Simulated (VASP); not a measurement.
# P (P4/mmm) in VASP: further runs, part 2 of 2

VASP 6.6.1.

**6. Single point, r2SCAN (strain -0.050 along x and y, +0.050 along z)**

POSCAR reads:

```
P
1.0
    4.0592596145      0.0000000000      0.0000000000
    0.0000000000      4.0592596145      0.0000000000
    0.0000000000      0.0000000000      4.5969000000
P
1
Direct
    0.0000000000      0.0000000000      0.0000000000
```

INCAR.step1 reads:

```
SYSTEM = P
  PREC = Accurate
  ENCUT = 520
  ISMEAR = 0
  SIGMA = 0.15
  LREAL = .FALSE.
  LASPH = .TRUE.
  NELM = 100
  NBANDS = 8
  GGA = PE
  ALGO = Normal
  EDIFF = 1E-4
  LWAVE = .TRUE.
  LCHARG = .FALSE.
```

INCAR.step2 reads:

```
SYSTEM = P
  PREC = Accurate
  ENCUT = 520
  EDIFF = 1E-6
  ISMEAR = 0
  SIGMA = 0.15
  LREAL = .FALSE.
  LASPH = .TRUE.
  NELM = 100
  ALGO = Normal
  ISIF = 2
  LWAVE = .FALSE.
  LCHARG = .TRUE.
  METAGGA = R2SCAN
  LMIXTAU = .TRUE.
  LELF = .TRUE.
  LVHAR = .TRUE.
  NBANDS = 8
  ISTART = 1
```

KPOINTS reads:

```
regular mesh
0
G
  12 12 12
  0 0 0
```

Potentials or basis: VASP PAW PBE potentials, release 64 (P).

Launch:

```bash
> cat potpaw_PBE.64/P/POTCAR > POTCAR
> cp INCAR.step1 INCAR
> mpirun -np 1 vasp_std > vasp.out
> cp INCAR.step2 INCAR
> mpirun -np 1 vasp_std > vasp.out
```

OUTCAR:

```text
SYSTEM = P
   PREC = Accurate
   ENCUT = 520
   EDIFF = 1E-6
   ISMEAR = 0
   LREAL = .FALSE.
   LASPH = .TRUE.
   NELM = 100
   ISIF = 2
   METAGGA = R2SCAN
   ISTART = 1

 ion  position               nearest neighbor table
   1  0.000  0.000  0.000-

  LATTYP: Found a simple tetragonal cell.
 ALAT       =     4.0592596145
 C/A-ratio  =     1.1324478936

  Lattice vectors:

 A1 = (   4.0592596145,   0.0000000000,   0.0000000000)
 A2 = (   0.0000000000,   4.0592596145,   0.0000000000)
 A3 = (   0.0000000000,   0.0000000000,   4.5969000000)

Analysis of symmetry for initial positions (statically):
=====================================================================
 Subroutine PRICEL returns:
 Original cell was already a primitive cell.

 Routine SETGRP: Setting up the symmetry group for a
 simple tetragonal supercell.

 Subroutine GETGRP returns: Found 16 space group operations
 (whereof 16 operations were pure point group operations)
 out of a pool of 16 trial point group operations.

The static configuration has the point symmetry D_4h.

Analysis of symmetry for dynamics (positions and initial velocities):
=====================================================================
 Subroutine PRICEL returns:
 Original cell was already a primitive cell.

 Routine SETGRP: Setting up the symmetry group for a
 simple tetragonal supercell.

 Subroutine GETGRP returns: Found 16 space group operations
 (whereof 16 operations were pure point group operations)
 out of a pool of 16 trial point group operations.

The dynamic configuration has the point symmetry D_4h.

 Subroutine INISYM returns: Found 16 space group operations
 (whereof 16 operations are pure point group operations),
 and found     1 'primitive' translations

----------------------------------------------------------------------------------------

                                     Primitive cell

  volume of cell :      75.7458

  direct lattice vectors                    reciprocal lattice vectors
     4.059259615  0.000000000  0.000000000     0.246350343  0.000000000  0.000000000
     0.000000000  4.059259615  0.000000000     0.000000000  0.246350343  0.000000000
     0.000000000  0.000000000  4.596900000     0.000000000  0.000000000  0.217537906

  length of vectors
     4.059259615  4.059259615  4.596900000     0.246350343  0.246350343  0.217537906

  position of ions in fractional coordinates (direct lattice)
     0.000000000  0.000000000  0.000000000

  ion indices of the primitive-cell ions
   primitive index   ion index
                 1           1

----------------------------------------------------------------------------------------

 KPOINTS: regular mesh

Automatic generation of k-mesh.
 Grid dimensions read from file:
 generate k-points for:   12   12   12

 Generating k-lattice:

  Cartesian coordinates                     Fractional coordinates (reciprocal lattice)
     0.020529195  0.000000000  0.000000000     0.083333333  0.000000000  0.000000000
     0.000000000  0.020529195  0.000000000     0.000000000  0.083333333  0.000000000
     0.000000000  0.000000000  0.018128159     0.000000000  0.000000000  0.083333333

  Length of vectors
     0.020529195  0.020529195  0.018128159

  Shift w.r.t. Gamma in fractional coordinates (k-lattice)
     0.000000000  0.000000000  0.000000000

 Subroutine IBZKPT returns following result:
 ===========================================

 Found    196 irreducible k-points:

 Following reciprocal coordinates:
            Coordinates               Weight
  0.000000  0.000000  0.000000      1.000000
  0.083333  0.000000  0.000000      4.000000
  0.166667  0.000000  0.000000      4.000000
  0.250000  0.000000  0.000000      4.000000
  0.333333  0.000000  0.000000      4.000000
  0.416667  0.000000  0.000000      4.000000
[... 16 lines left out ...]
  0.333333  0.333333  0.000000      4.000000
  0.416667  0.333333  0.000000      8.000000
 [... further k-points ...]
   k-points           NKPTS =    196   k-points in BZ     NKDIM =    196   number of bands    NBANDS=      8
   number of dos      NEDOS =    301   number of ions     NIONS =      1
   total plane-waves  NPLWV =  32400
   dimension x,y,z NGX =    30 NGY =   30 NGZ =   36
   dimension x,y,z NGXF=    60 NGYF=   60 NGZF=   72
   ions per type =               1
   NGX,Y,Z   is equivalent  to a cutoff of  12.29, 12.29, 13.02 a.u.
   NGXF,Y,Z  is equivalent  to a cutoff of  24.57, 24.57, 26.04 a.u.
 SYSTEM =  P
   PREC   = accura    normal or accurate (medium, high low for compatibility)
   ISTART =      1    job   : 0-new  1-cont  2-samecut
   ICHARG =      0    charge: 1-file 2-atom 10-const
   ISPIN  =      1    spin polarized calculation?
   LNONCOLLINEAR =      F non collinear calculations
   LSORBIT =      F    spin-orbit coupling
   LASPH  =      T    aspherical Exc in radial PAW
   ENCUT  =  520.0 eV  38.22 Ry    6.18 a.u.   7.55  7.55  8.55*2*pi/ulx,y,z
   NELM   =    100;   NELMIN=  2; NELMDL=  0     # of ELM steps
   EDIFF  = 0.1E-05   stopping-criterion for ELM
   LREAL  =      F    real-space projection
   EDIFFG = 0.1E-04   stopping-criterion for IOM
   NSW    =      0    number of steps for IOM
   IBRION =     -1    ionic relax: 0-MD 1-quasi-New 2-CG
   NFREE  =      0    steps in history (QN), initial steepest desc. (CG)
   ISIF   =      2    stress and relaxation
   ISYM   =      2    0-nonsym 1-usesym 2-fastsym
   POTIM  = 0.5000    time-step for ionic-motion
   TEBEG  =    0.0;   TEEND  =   0.0 temperature during run
   PSTRESS=    0.0 pullay stress
   NELECT =       5.0000    total number of electrons
   NUPDOWN=      -1.0000    fix difference up-down
   EMIN   =  10.00;   EMAX   =-10.00  energy-range for DOS
   EFERMI =   0.00;   METHOD = LEGACY
   ISMEAR =     0;   SIGMA  =   0.15  broadening in eV -4-tet -1-fermi 0-gaus
   EFERMI_NEDOS =   21; number of points for ismear=-14 and -15
   IALGO  =     38    algorithm
   IMIX   =      4    mixing-type and parameters
     AMIX     =   0.40;   BMIX     =  1.00
     AMIX_MAG =   1.60;   BMIX_MAG =  1.00
  volume/ion in A,a.u.               =      75.75       511.16
  Fermi-wavevector in a.u.,A,eV,Ry     =   0.661625  1.250290  5.955919  0.437748
  Thomas-Fermi vector in A             =   1.734442
   LORBIT       =      0    0 simple, 1 ext, 2 COOP (PROOUT), +10 PAW based schemes
   METAGGA = R2SCAN    functional components
   LHFCALC =     F    Hartree Fock is set to
   AEXX    =    0.0000 exact exchange contribution
   IVDW    =     0    specifies the selected vdW correction
   LEPSILON=     F    determine dielectric tensor
   LRPA    =     F    only Hartree local field effects (RPA)
 non-spin polarized calculation
 Gauss-broadening in eV      SIGMA  =   0.15
  energy-cutoff  :      520.00
  volume of cell :       75.75
 maximum number of plane-waves:      2061
   NGX = 15   NGY = 15   NGZ = 17

 number of electron       4.9999999 magnetization

 Free energy of the ion-electron system (eV)
  ---------------------------------------------------
  ext. energy  EPLUGINS =         0.00000000
  ---------------------------------------------------
  free energy    TOTEN  =        -4.48022532 eV

  energy without entropy =       -4.44314749  energy(sigma->0) =       -4.46168640

 E-fermi :  -3.0788     XC(G=0):  -5.3516

 val. band max:       -3.0805534315   @ k =   0.4167   0.0833   0.2500
 cond. band min:      -3.0758241615   @ k =   0.5000   0.5000   0.4167
 fundamental gap:      0.0047292700
 Fermi energy:        -3.0788008446

 k-point     1 :       0.0000    0.0000    0.0000
  band No.  band energies     occupation
      1     -12.3410      2.00000
      2      -2.8739      0.05334
      3      -2.2630      0.00000
      4      -2.2630      0.00000
      5       2.0050      0.00000
      6       4.8685      0.00000
      7       5.2492      0.00000
      8       9.7854      0.00000
[... 243 lines left out ...]
 k-point    24 :       0.4167    0.3333    0.0000
  band No.  band energies     occupation
      1     -11.8892      2.00000
      2      -3.7467      2.00000
      3      -3.4002      1.99755
      4      -2.4772      0.00000
      5       3.6701      0.00000
      6       5.2630      0.00000
      7       7.1525      0.00000
      8       7.3978      0.00000

 [... further k-points ...]

------------------------ aborting loop because EDIFF is reached ----------------------------------------

  FORCE on cell =-STRESS in cart. coord.  units (eV):
  Direction    XX          YY          ZZ          XY          YZ          ZX
  --------------------------------------------------------------------------------------
  -------------------------------------------------------------------------------------
  Total       -2.4899762     -2.4899762     -1.3874538      0.0000000      0.0000000      0.0000000
  in kB      -52.6680285    -52.6680285    -29.3474512      0.0000000      0.0000000      0.0000000
  external PRESSURE =     -44.8945027 kB  Pullay stress =       0.0000000 kB

 VOLUME and BASIS-vectors are now :
 -----------------------------------------------------------------------------
  energy-cutoff  :      520.00
  volume of cell :       75.75
      direct lattice vectors                 reciprocal lattice vectors
     4.059259615  0.000000000  0.000000000     0.246350343  0.000000000  0.000000000
     0.000000000  4.059259615  0.000000000     0.000000000  0.246350343  0.000000000
     0.000000000  0.000000000  4.596900000     0.000000000  0.000000000  0.217537906

 POSITION                                       TOTAL-FORCE (eV/Angst)
 -----------------------------------------------------------------------------------
      0.00000      0.00000      0.00000         0.000000      0.000000      0.000000
 -----------------------------------------------------------------------------------
    total drift:                               -0.000000      0.000000      0.000000

  FREE ENERGIE OF THE ION-ELECTRON SYSTEM (eV)
  ---------------------------------------------------
  free  energy   TOTEN  =        -4.4802253186 eV

  energy  without entropy=       -4.4431474857  energy(sigma->0) =       -4.46168640
```

It took 2.3 min on 1 thread of Intel Xeon 6975P-C (Granite Rapids), shared host; peak memory 0.24 GiB.

What came out:

```yaml
Free_energy: -4.4802 eV
Pressure: -4.5 GPa
Band_gap_on_the_k_mesh: zero (an odd number of electrons rules out a gap without spin polarisation)
```

Stress tensor (GPa, compression positive):
```
-5.27  0.00  0.00
 0.00 -5.27  0.00
 0.00  0.00 -2.93
```

Levels at points of the mesh, in eV from the Fermi level:
| k point | band 1 | band 2 | band 3 | band 4 | band 5 | band 6 | band 7 | band 8 |
| --- | --- | --- | --- | --- | --- | --- | --- | --- |
| (0.00, 0.00, 0.00) | -9.26 | 0.20 | 0.82 | 0.82 | 5.08 | 7.95 | 8.33 | 12.86 |
| (0.50, 0.00, 0.00) | -8.98 | -1.05 | 0.46 | 1.02 | 7.27 | 8.08 | 9.02 | 9.51 |
| (0.50, 0.50, 0.00) | -8.72 | -0.65 | -0.65 | 0.68 | 6.23 | 9.04 | 10.44 | 10.44 |
| (0.00, 0.00, 0.50) | -9.16 | -0.80 | 0.90 | 0.90 | 7.20 | 7.70 | 8.79 | 10.99 |
| (0.50, 0.00, 0.50) | -8.89 | -0.86 | -0.38 | 1.09 | 6.09 | 9.02 | 10.27 | 10.78 |
| (0.50, 0.50, 0.50) | -8.64 | -0.50 | -0.50 | -0.04 | 7.13 | 7.60 | 7.60 | 9.44 |

Caveat: the cell differs from its parent crystal (strain -0.050 along x and y, +0.050 along z); the cell stands under tension; the atoms stand far beyond bonding distance, and open shells without spin polarisation read as a metal; the PAW data sets were made with another functional, which shifts forces and pressure a little.

**7. The runs side by side**

```tsv
cell	gap on the mesh (eV)	pressure (GPa)
a = 4.487, b = 4.487, c = 4.159 Å, 1 atom	none	-3.6
a = 4.273, b = 4.273, c = 4.597 Å, 1 atom	none	-3.6
a = 4.059, b = 4.059, c = 4.378 Å, 1 atom	none	-5.0
a = 4.059, b = 4.059, c = 4.487 Å, 1 atom	none	-4.7
a = 4.059, b = 4.059, c = 4.597 Å, 1 atom	none	-4.5
```

Alike in all rows: task single point; level r2SCAN; potentials or basis VASP PAW PBE potentials, release 64 (P); no spin polarisation; k mesh 12 × 12 × 12; cutoff (eV) 520; smearing gaussian 0.15 eV.

Caveats: the cell stands under tension; the atoms stand far beyond bonding distance, and open shells without spin polarisation read as a metal; the PAW data sets were made with another functional, which shifts forces and pressure a little.

Absolute energies hang on the potentials; compare differences alone.
